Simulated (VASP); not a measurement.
# Pb (Fm-3m) in VASP: further runs, part 2 of 2

VASP 6.6.1. Earlier steps stand in the parts before.

### Step 3. Single point, PBE (volume scaled by 0.88)

INCAR reads:

```
  ALGO = Normal
  EDIFF = 1E-7
  ENCUT = 520
  GGA = PE
  ISIF = 2
  ISMEAR = -1
  LASPH = True
  LCHARG = False
  LREAL = False
  LWAVE = False
  NBANDS = 13
  NELM = 80
  PREC = Accurate
  SIGMA = 0.1
```

KPOINTS reads:

```
k-points
0
Gamma
  18 18 18
```

POSCAR reads:

```
Pb
1.0
    0.0000000000      2.4125697852      2.4125697852
    2.4125697852      0.0000000000      2.4125697852
    2.4125697852      2.4125697852      0.0000000000
Pb
1
Direct
    0.0000000000      0.0000000000      0.0000000000
```

Potentials or basis: VASP PAW PBE potentials, release 64 (Pb_d).

On the command line:

```
cat potpaw_PBE.64/Pb_d/POTCAR > POTCAR
mpirun -np 1 vasp_std > vasp.out
```

OUTCAR:

```text
EDIFF = 1E-7
   ENCUT = 520
   GGA = PE
   ISIF = 2
   ISMEAR = -1
   LASPH = True
   LREAL = False
   NELM = 80
   PREC = Accurate

 ion  position               nearest neighbor table
   1  0.000  0.000  0.000-

  LATTYP: Found a face centered cubic cell.
 ALAT       =     4.8251395704

  Lattice vectors:

 A1 = (   0.0000000000,   2.4125697852,   2.4125697852)
 A2 = (   2.4125697852,   0.0000000000,   2.4125697852)
 A3 = (   2.4125697852,   2.4125697852,   0.0000000000)

Analysis of symmetry for initial positions (statically):
=====================================================================
 Subroutine PRICEL returns:
 Original cell was already a primitive cell.

 Routine SETGRP: Setting up the symmetry group for a
 face centered cubic supercell.

 Subroutine GETGRP returns: Found 48 space group operations
 (whereof 48 operations were pure point group operations)
 out of a pool of 48 trial point group operations.

The static configuration has the point symmetry O_h .

Analysis of symmetry for dynamics (positions and initial velocities):
=====================================================================
 Subroutine PRICEL returns:
 Original cell was already a primitive cell.

 Routine SETGRP: Setting up the symmetry group for a
 face centered cubic supercell.

 Subroutine GETGRP returns: Found 48 space group operations
 (whereof 48 operations were pure point group operations)
 out of a pool of 48 trial point group operations.

The dynamic configuration has the point symmetry O_h .

 Subroutine INISYM returns: Found 48 space group operations
 (whereof 48 operations are pure point group operations),
 and found     1 'primitive' translations

----------------------------------------------------------------------------------------

                                     Primitive cell

  volume of cell :      28.0847

  direct lattice vectors                    reciprocal lattice vectors
[... 111 lines left out ...]
   LHFCALC =     F    Hartree Fock is set to
   AEXX    =    0.0000 exact exchange contribution
   IVDW    =     0    specifies the selected vdW correction
   LEPSILON=     F    determine dielectric tensor
   LRPA    =     F    only Hartree local field effects (RPA)
 non-spin polarized calculation
  energy-cutoff  :      520.00
  volume of cell :       28.08
 maximum number of plane-waves:       769
 NGX is ok and might be reduce to    28
   NGX = 13   NGY = 13   NGZ = 13

 number of electron      14.0000002 magnetization

 Free energy of the ion-electron system (eV)
  ---------------------------------------------------
  ext. energy  EPLUGINS =         0.00000000
  ---------------------------------------------------
  free energy    TOTEN  =        -3.49448723 eV

  energy without entropy =       -3.47671299  energy(sigma->0) =       -3.48560011

 E-fermi :   8.2334     XC(G=0): -10.5586

 val. band max:        8.2279664617   @ k =  -0.3889   0.3333   0.1667
 cond. band min:       8.2571424142   @ k =  -0.3333   0.2778   0.0556
 fundamental gap:      0.0291759526
 Fermi energy:         8.2334474548

 k-point     1 :       0.0000    0.0000    0.0000
  band No.  band energies     occupation
      1      -8.9649      2.00000
      2      -8.9649      2.00000
      3      -8.9649      2.00000
      4      -8.7884      2.00000
      5      -8.7884      2.00000
      6      -4.1257      2.00000
      7      16.2127      0.00000
      8      16.2127      0.00000
      9      16.2127      0.00000
     10      17.9737      0.00000
     11      20.5030      0.00000
     12      21.2469      0.00000
     13      21.2469      0.00000
[... 354 lines left out ...]
  band No.  band energies     occupation
      1      -8.9792      2.00000
      2      -8.9171      2.00000
      3      -8.9137      2.00000
      4      -8.7750      2.00000
      5      -8.7315      2.00000
      6      -2.8556      2.00000
      7       9.3861      0.00002
      8      13.9487      0.00000
      9      15.6858      0.00000
     10      17.8676      0.00000
     11      19.6850      0.00000
     12      20.6434      0.00000
     13      22.4030      0.00000

 [... further k-points ...]

------------------------ aborting loop because EDIFF is reached ----------------------------------------

  FORCE on cell =-STRESS in cart. coord.  units (eV):
  Direction    XX          YY          ZZ          XY          YZ          ZX
  --------------------------------------------------------------------------------------
  -------------------------------------------------------------------------------------
  Total        1.2284667      1.2284667      1.2284667      0.0000000      0.0000000      0.0000000
  in kB       70.0816493     70.0816493     70.0816493      0.0000000      0.0000000      0.0000000
  external PRESSURE =      70.0816493 kB  Pullay stress =       0.0000000 kB

 VOLUME and BASIS-vectors are now :
 -----------------------------------------------------------------------------
  energy-cutoff  :      520.00
  volume of cell :       28.08
      direct lattice vectors                 reciprocal lattice vectors
     0.000000000  2.412569785  2.412569785    -0.207247891  0.207247891  0.207247891
     2.412569785  0.000000000  2.412569785     0.207247891 -0.207247891  0.207247891
     2.412569785  2.412569785  0.000000000     0.207247891  0.207247891 -0.207247891

 POSITION                                       TOTAL-FORCE (eV/Angst)
 -----------------------------------------------------------------------------------
      0.00000      0.00000      0.00000         0.000000      0.000000      0.000000
 -----------------------------------------------------------------------------------
    total drift:                               -0.000000     -0.000000     -0.000000

  FREE ENERGIE OF THE ION-ELECTRON SYSTEM (eV)
  ---------------------------------------------------
  free  energy   TOTEN  =        -3.4944872253 eV

  energy  without entropy=       -3.4767129912  energy(sigma->0) =       -3.48560011
```

OSZICAR:

```text
N       E                     dE             d eps       ncg     rms          rms(c)
DAV:   1     0.106451851128E+03    0.10645E+03   -0.71970E+03  5133   0.131E+03
DAV:   2     0.146032091748E+01   -0.10499E+03   -0.10154E+03  5345   0.313E+02
DAV:   3    -0.339498409271E+01   -0.48553E+01   -0.48360E+01  6256   0.728E+01
DAV:   4    -0.350437907802E+01   -0.10939E+00   -0.10937E+00  6216   0.114E+01
DAV:   5    -0.350932776312E+01   -0.49487E-02   -0.49485E-02  7136   0.229E+00    0.612E-01
DAV:   6    -0.349779629295E+01    0.11531E-01   -0.14017E-02  6487   0.219E+00    0.297E-01
DAV:   7    -0.349464998565E+01    0.31463E-02   -0.61496E-03  6633   0.135E+00    0.879E-02
DAV:   8    -0.349449358143E+01    0.15640E-03   -0.43946E-04  7461   0.333E-01    0.966E-03
DAV:   9    -0.349448919728E+01    0.43841E-05   -0.80068E-06  6767   0.525E-02    0.526E-03
DAV:  10    -0.349448722743E+01    0.19699E-05   -0.76774E-07  6091   0.909E-03    0.218E-04
DAV:  11    -0.349448722528E+01    0.21450E-08   -0.15927E-08  4345   0.170E-03
   1 F= -.34944872E+01 E0= -.34856001E+01  d E =-.177742E-01
```

Run time: 61 s. Hardware: 1 thread of Intel Xeon 6975P-C, shared host; peak memory 0.21 GiB.

What came out:

```
Free energy            : -3.4945 eV
Pressure               : 7.0 GPa
Band gap on the k mesh : zero (band 7 reaches 16.21 eV, above the bottom of band 8 at 6.47 eV)
```

Levels at points of the mesh, in eV from the Fermi level:
```tsv
k point	band 3	band 4	band 5	band 6	band 7	band 8	band 9	band 10	band 11	band 12
(0.00, 0.00, 0.00)	-17.20	-17.02	-17.02	-12.36	7.98	7.98	7.98	9.74	12.27	13.01
(0.50, 0.00, 0.00)	-17.19	-16.86	-16.86	-8.26	-4.66	5.96	5.96	9.22	10.13	11.62
(0.50, 0.50, 0.00)	-16.87	-16.81	-16.81	-6.66	-3.65	2.07	2.07	5.57	6.84	18.62
```

Caveat: spin-orbit coupling is left out, which moves the levels of the heavy elements.
